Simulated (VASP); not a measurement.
Wanted: the native input for a VASP 6.6.1 run.

* Task: single point
* Functional: r2SCAN
* Potentials or basis: VASP PAW PBE potentials, release 64 (Ir)
* Cutoff: 520 eV
* k mesh: 23 × 23 × 23
* Occupations: fermi-dirac, width 0.1 eV
* Spin: no spin polarisation
* Dipole correction: no
* Further INCAR settings: ALGO = Normal; EDIFF = 1e-07; NBANDS = 10

The system is Ir.

```
Ir
1.0
    -1.54411    1.54411    1.54411
     1.54411   -1.54411    1.54411
     1.54411    1.54411   -1.54411
Ir
1
Direct
  0.00000 0.00000 0.00000
```

These files were run (other wordings do the same):

POSCAR

```
Ir
1.0
   -1.5441066769      1.5441066769      1.5441066769
    1.5441066769     -1.5441066769      1.5441066769
    1.5441066769      1.5441066769     -1.5441066769
Ir
1
Direct
    0.0000000000      0.0000000000      0.0000000000
```

INCAR.step1

```
  ALGO = Normal
  EDIFF = 1E-4
  ENCUT = 520
  GGA = PE
  ISMEAR = -1
  LASPH = True
  LCHARG = False
  LREAL = False
  LWAVE = True
  NBANDS = 10
  NELM = 100
  PREC = Accurate
  SIGMA = 0.1
```

INCAR.step2

```
  ALGO = Normal
  EDIFF = 1E-7
  ENCUT = 520
  ISIF = 2
  ISMEAR = -1
  ISTART = 1
  LASPH = True
  LCHARG = True
  LELF = True
  LMIXTAU = True
  LREAL = False
  LVHAR = True
  LWAVE = False
  METAGGA = R2SCAN
  NBANDS = 10
  NELM = 100
  PREC = Accurate
  SIGMA = 0.1
```

KPOINTS

```
k-points
0
Gamma
  23 23 23
```

Potentials or basis: VASP PAW PBE potentials, release 64 (Ir).

Run with:

```console
$ cat potpaw_PBE.64/Ir/POTCAR > POTCAR
$ cp INCAR.step1 INCAR
$ mpirun -np 1 vasp_std > vasp.out
$ cp INCAR.step2 INCAR
$ mpirun -np 1 vasp_std > vasp.out
```

It gave:

| Item | Value |
| --- | --- |
| Pressure | 2.4 GPa |

Caveat: the PAW data sets were made with another functional, which shifts forces and pressure a little.

Wall time 3.8 min on 1 thread of AMD EPYC 7R43 64-Core Processor (Zen 3), on a shared host, peak memory 0.14 GiB.
